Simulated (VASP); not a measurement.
Wanted: the native input for a VASP 6.6.1 run.

| Quantity | Value |
| --- | --- |
| Task | single point |
| Functional | PBE |
| Dispersion | D3(BJ) |
| Potentials or basis | VASP PAW PBE potentials, release 64 (Zn, O_h) |
| Cutoff | 910 eV |
| k mesh | 9 × 9 × 5 |
| Occupations | fermi-dirac, width 0.05 eV |
| Spin | no spin polarisation |
| Dipole correction | no |
| Second run | hard_potentials |
| Further INCAR settings | ALGO = Normal; EDIFF = 1e-06; NBANDS = 26 |

The structure of ZnO (zincite) lies in POSCAR:

```
ZnO
1.0
    3.2548723064      0.0000000000      0.0000000000
   -1.6274361532      2.8188021035      0.0000000000
    0.0000000000      0.0000000000      5.2558922582
Zn O
2 2
Direct
    0.6666666667      0.3333333333      0.0000566438
    0.3333333333      0.6666666667      0.5000566438
    0.3333333333      0.6666666667      0.8789533562
    0.6666666667      0.3333333333      0.3789533562
```

The input as run:

INCAR

```
SYSTEM = ZnO
PREC = Accurate ; ENCUT = 910
EDIFF = 1E-6 ; ISMEAR = -1
SIGMA = 0.05 ; LREAL = .False.
LASPH = .True. ; NELM = 120
ALGO = Normal ; ISIF = 2
LWAVE = .False. ; LCHARG = .True.
GGA = PE ; IVDW = 12
LELF = .True. ; LVHAR = .True.
NBANDS = 26 ; GGA_COMPAT = .False.
```

KPOINTS

```
regular mesh
0
Gamma
  9 9 5
  0 0 0
```

Potentials or basis: VASP PAW PBE potentials, release 64 (Zn, O_h).

Command:

```console
$ cat potpaw_PBE.64/Zn/POTCAR potpaw_PBE.64/O_h/POTCAR > POTCAR
$ mpirun -np 1 vasp_std > vasp.out
```

Results of the run:

```json
{
 "Pressure": "0.7 GPa",
 "Band gap on the k mesh": "0.76 eV, direct",
 "Dispersion energy per atom": "-0.221 eV"
}
```

Caveat: the cutoff is under 1.25 times the usual one of these potentials, so pressure, stress and relaxed cells hold a basis-set (Pulay) error.

Wall time 64 s on 1 thread of AMD EPYC 9R45 96-Core Processor (Zen 5), on a shared host, peak memory 0.25 GiB.
